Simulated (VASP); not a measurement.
# LiCl (P6_3/mmc) in VASP: further runs, part 2 of 2

VASP 6.6.1.

**3. Single point, r2SCAN (volume changed by -3%)**

File POSCAR:

```
LiCl
1.0
    3.5388355590      0.0000000000      0.0000000000
   -1.7694177795      3.0647214939      0.0000000000
    0.0000000000      0.0000000000      5.9632285819
Li Cl
2 2
Direct
    0.0000000000      0.0000000000      0.0000000000
    0.0000000000      0.0000000000      0.5000000000
    0.3333333333      0.6666666667      0.2500000000
    0.6666666667      0.3333333333      0.7500000000
```

File INCAR.step1:

```
PREC = Accurate ; ENCUT = 520
ISMEAR = 0 ; SIGMA = 0.01
LREAL = F ; LASPH = T
NELM = 100 ; NBANDS = 18
GGA = PE ; ALGO = Normal
EDIFF = 1E-4 ; LWAVE = T
LCHARG = F
```

File INCAR.step2:

```
PREC = Accurate ; ENCUT = 520
EDIFF = 1E-7 ; ISMEAR = 0
SIGMA = 0.01 ; LREAL = F
LASPH = T ; NELM = 100
ALGO = Normal ; ISIF = 2
LWAVE = F ; LCHARG = F
METAGGA = R2SCAN ; LMIXTAU = T
NBANDS = 18 ; ISTART = 1
```

File KPOINTS:

```
regular mesh
0
Gamma
  6 6 4
```

Potentials or basis: VASP PAW PBE potentials, release 64 (Li_sv, Cl).

On the command line:

```console
cat potpaw_PBE.64/Li_sv/POTCAR potpaw_PBE.64/Cl/POTCAR > POTCAR
cp INCAR.step1 INCAR
mpirun -np 1 vasp_std > vasp.out
cp INCAR.step2 INCAR
mpirun -np 1 vasp_std > vasp.out
```

OUTCAR:

```text
PREC = Accurate
   ENCUT = 520
   EDIFF = 1E-7
   ISMEAR = 0
   LREAL = F
   LASPH = T
   NELM = 100
   ISIF = 2
   METAGGA = R2SCAN
   ISTART = 1

 ion  position               nearest neighbor table
   1  0.000  0.000  0.000-   3 2.53   4 2.53   3 2.53   4 2.53   4 2.53   3 2.53
   2  0.000  0.000  0.500-   3 2.53   4 2.53   3 2.53   4 2.53   4 2.53   3 2.53
   3  0.333  0.667  0.250-   1 2.53   2 2.53   1 2.53   2 2.53   1 2.53   2 2.53
   4  0.667  0.333  0.750-   1 2.53   2 2.53   1 2.53   2 2.53   1 2.53   2 2.53

  LATTYP: Found a hexagonal cell.
 ALAT       =     3.5388355590
 C/A-ratio  =     1.6850821358

  Lattice vectors:

 A1 = (   3.5388355590,   0.0000000000,   0.0000000000)
 A2 = (  -1.7694177795,   3.0647214939,   0.0000000000)
 A3 = (   0.0000000000,   0.0000000000,   5.9632285819)

Analysis of symmetry for initial positions (statically):
=====================================================================
 Subroutine PRICEL returns:
 Original cell was already a primitive cell.

 Routine SETGRP: Setting up the symmetry group for a
 hexagonal supercell.

 Subroutine GETGRP returns: Found 24 space group operations
 (whereof 12 operations were pure point group operations)
 out of a pool of 24 trial point group operations.

The static configuration has the point symmetry D_3d.
 The point group associated with its full space group is D_6h.

Analysis of symmetry for dynamics (positions and initial velocities):
=====================================================================
 Subroutine PRICEL returns:
 Original cell was already a primitive cell.

 Routine SETGRP: Setting up the symmetry group for a
 hexagonal supercell.

 Subroutine GETGRP returns: Found 24 space group operations
 (whereof 12 operations were pure point group operations)
 out of a pool of 24 trial point group operations.

The dynamic configuration has the point symmetry D_3d.
 The point group associated with its full space group is D_6h.

 Subroutine INISYM returns: Found 24 space group operations
 (whereof 12 operations are pure point group operations),
 and found     1 'primitive' translations

----------------------------------------------------------------------------------------

                                     Primitive cell

  volume of cell :      64.6745

  direct lattice vectors                    reciprocal lattice vectors
     3.538835559  0.000000000  0.000000000     0.282578827  0.163146962  0.000000000
    -1.769417779  3.064721494  0.000000000     0.000000000  0.326293923  0.000000000
     0.000000000  0.000000000  5.963228582     0.000000000  0.000000000  0.167694393

  length of vectors
     3.538835559  3.538835559  5.963228582     0.326293923  0.326293923  0.167694393

  position of ions in fractional coordinates (direct lattice)
     0.000000000  0.000000000  0.000000000
     0.000000000  0.000000000  0.500000000
     0.333333333  0.666666667  0.250000000
     0.666666667  0.333333333  0.750000000

  ion indices of the primitive-cell ions
   primitive index   ion index
[... 23 lines left out ...]
  Shift w.r.t. Gamma in fractional coordinates (k-lattice)
     0.000000000  0.000000000  0.000000000

 Subroutine IBZKPT returns following result:
 ===========================================

 Found     21 irreducible k-points:

 Following reciprocal coordinates:
            Coordinates               Weight
  0.000000  0.000000  0.000000      1.000000
  0.166667  0.000000  0.000000      6.000000
  0.333333  0.000000  0.000000      6.000000
  0.500000  0.000000  0.000000      3.000000
  0.166667  0.166667  0.000000      6.000000
  0.333333  0.166667  0.000000     12.000000
[... 13 lines left out ...]
  0.333333  0.166667  0.500000     12.000000
  0.333333  0.333333  0.500000      2.000000
   k-points           NKPTS =     21   k-points in BZ     NKDIM =     21   number of bands    NBANDS=     18
   number of dos      NEDOS =    301   number of ions     NIONS =      4
   total plane-waves  NPLWV =  37632
   dimension x,y,z NGX =    28 NGY =   28 NGZ =   48
   dimension x,y,z NGXF=    56 NGYF=   56 NGZF=   96
   ions per type =               2   2
   NGX,Y,Z   is equivalent  to a cutoff of  13.15, 13.15, 13.38 a.u.
   NGXF,Y,Z  is equivalent  to a cutoff of  26.31, 26.31, 26.76 a.u.
 SYSTEM =  unknown system
   PREC   = accura    normal or accurate (medium, high low for compatibility)
   ISTART =      1    job   : 0-new  1-cont  2-samecut
   ICHARG =      0    charge: 1-file 2-atom 10-const
   ISPIN  =      1    spin polarized calculation?
   LNONCOLLINEAR =      F non collinear calculations
   LSORBIT =      F    spin-orbit coupling
   LASPH  =      T    aspherical Exc in radial PAW
   ENCUT  =  520.0 eV  38.22 Ry    6.18 a.u.   6.58  6.58 11.09*2*pi/ulx,y,z
   NELM   =    100;   NELMIN=  2; NELMDL=  0     # of ELM steps
   EDIFF  = 0.1E-06   stopping-criterion for ELM
   LREAL  =      F    real-space projection
   EDIFFG = 0.1E-05   stopping-criterion for IOM
   NSW    =      0    number of steps for IOM
   IBRION =     -1    ionic relax: 0-MD 1-quasi-New 2-CG
   NFREE  =      0    steps in history (QN), initial steepest desc. (CG)
   ISIF   =      2    stress and relaxation
   ISYM   =      2    0-nonsym 1-usesym 2-fastsym
   POTIM  = 0.5000    time-step for ionic-motion
   TEBEG  =    0.0;   TEEND  =   0.0 temperature during run
   PSTRESS=    0.0 pullay stress
   NELECT =      20.0000    total number of electrons
   NUPDOWN=      -1.0000    fix difference up-down
   EMIN   =  10.00;   EMAX   =-10.00  energy-range for DOS
   EFERMI =   0.00;   METHOD = LEGACY
   ISMEAR =     0;   SIGMA  =   0.01  broadening in eV -4-tet -1-fermi 0-gaus
   EFERMI_NEDOS =   21; number of points for ismear=-14 and -15
   IALGO  =     38    algorithm
   IMIX   =      4    mixing-type and parameters
     AMIX     =   0.40;   BMIX     =  1.00
     AMIX_MAG =   1.60;   BMIX_MAG =  1.00
  volume/ion in A,a.u.               =      16.17       109.11
  Fermi-wavevector in a.u.,A,eV,Ry     =   1.107067  2.092053 16.675262  1.225597
  Thomas-Fermi vector in A             =   2.243576
   LORBIT       =      0    0 simple, 1 ext, 2 COOP (PROOUT), +10 PAW based schemes
   METAGGA = R2SCAN    functional components
   LHFCALC =     F    Hartree Fock is set to
   AEXX    =    0.0000 exact exchange contribution
   IVDW    =     0    specifies the selected vdW correction
   LEPSILON=     F    determine dielectric tensor
   LRPA    =     F    only Hartree local field effects (RPA)
 non-spin polarized calculation
 Gauss-broadening in eV      SIGMA  =   0.01
  energy-cutoff  :      520.00
  volume of cell :       64.67
 maximum number of plane-waves:      1774
 NGX is ok and might be reduce to    28
   NGX = 13   NGY = 13   NGZ = 23

 number of electron      20.0000008 magnetization

 Free energy of the ion-electron system (eV)
  ---------------------------------------------------
  ext. energy  EPLUGINS =         0.00000000
  ---------------------------------------------------
  free energy    TOTEN  =       -25.10565683 eV

  energy without entropy =      -25.10565683  energy(sigma->0) =      -25.10565683

 E-fermi :   0.6160     XC(G=0):  -9.3572

 val. band max:        0.5673550967   @ k =   0.0000   0.0000   0.0000
 cond. band min:       8.1071493960   @ k =   0.0000   0.0000   0.0000
 fundamental gap:      7.5397942993
 Fermi energy:         0.6160083383

 k-point     1 :       0.0000    0.0000    0.0000
  band No.  band energies     occupation
      1     -44.2854      2.00000
      2     -44.2768      2.00000
      3     -13.6278      2.00000
      4     -13.0522      2.00000
      5      -2.5253      2.00000
      6       0.3299      2.00000
[... 418 lines left out ...]
      5      -2.1052      2.00000
      6      -2.1052      2.00000
[... 10 lines left out ...]
     17      13.1408      0.00000
     18      13.1408      0.00000

------------------------ aborting loop because EDIFF is reached ----------------------------------------

  FORCE on cell =-STRESS in cart. coord.  units (eV):
  Direction    XX          YY          ZZ          XY          YZ          ZX
  --------------------------------------------------------------------------------------
  -------------------------------------------------------------------------------------
  Total        0.2238189      0.2238189      0.2250304      0.0000000      0.0000000      0.0000000
  in kB        5.5446551      5.5446551      5.5746678      0.0000000      0.0000000      0.0000000
  external PRESSURE =       5.5546594 kB  Pullay stress =       0.0000000 kB

 VOLUME and BASIS-vectors are now :
 -----------------------------------------------------------------------------
  energy-cutoff  :      520.00
  volume of cell :       64.67
      direct lattice vectors                 reciprocal lattice vectors
     3.538835559  0.000000000  0.000000000     0.282578827  0.163146962  0.000000000
    -1.769417779  3.064721494  0.000000000     0.000000000  0.326293923  0.000000000
     0.000000000  0.000000000  5.963228582     0.000000000  0.000000000  0.167694393

 POSITION                                       TOTAL-FORCE (eV/Angst)
 -----------------------------------------------------------------------------------
      0.00000      0.00000      0.00000         0.000000      0.000000      0.000000
      0.00000      0.00000      2.98161         0.000000      0.000000      0.000000
     -0.00000      2.04315      1.49081        -0.000000      0.000000     -0.000000
      1.76942      1.02157      4.47242         0.000000     -0.000000      0.000000
 -----------------------------------------------------------------------------------
    total drift:                                0.000000     -0.000000     -0.000000

  FREE ENERGIE OF THE ION-ELECTRON SYSTEM (eV)
  ---------------------------------------------------
  free  energy   TOTEN  =       -25.1056568309 eV

  energy  without entropy=      -25.1056568309  energy(sigma->0) =      -25.10565683
```

It took 68 s on 1 thread of Intel Xeon Platinum 8559C (Emerald Rapids), shared host; peak memory 0.18 GiB.

Results:

```
Free energy            : -25.1057 eV
Band gap on the k mesh : 7.54 eV, direct
```

Levels at points of the mesh, in eV from the valence-band top:
| k point | band 6 | band 7 | band 8 | band 9 | band 10 | band 11 | band 12 | band 13 | band 14 | band 15 |
| --- | --- | --- | --- | --- | --- | --- | --- | --- | --- | --- |
| (0.00, 0.00, 0.00) | -0.24 | -0.24 | -0.19 | 0.00 | 0.00 | 7.54 | 7.62 | 11.18 | 11.18 | 11.97 |
| (0.50, 0.00, 0.00) | -2.71 | -2.05 | -1.16 | -0.82 | -0.33 | 7.98 | 8.93 | 9.78 | 10.37 | 10.99 |
| (0.00, 0.00, 0.50) | -1.81 | -0.12 | -0.12 | -0.12 | -0.12 | 8.24 | 8.24 | 11.36 | 11.36 | 11.36 |
| (0.50, 0.00, 0.50) | -3.09 | -1.00 | -1.00 | -0.78 | -0.78 | 8.43 | 8.43 | 9.39 | 9.39 | 12.31 |

Caveat: the cutoff is under 1.25 times the usual one of these potentials, so pressure, stress and relaxed cells hold a basis-set (Pulay) error; the PAW data sets were made with another functional, which shifts forces and pressure a little.
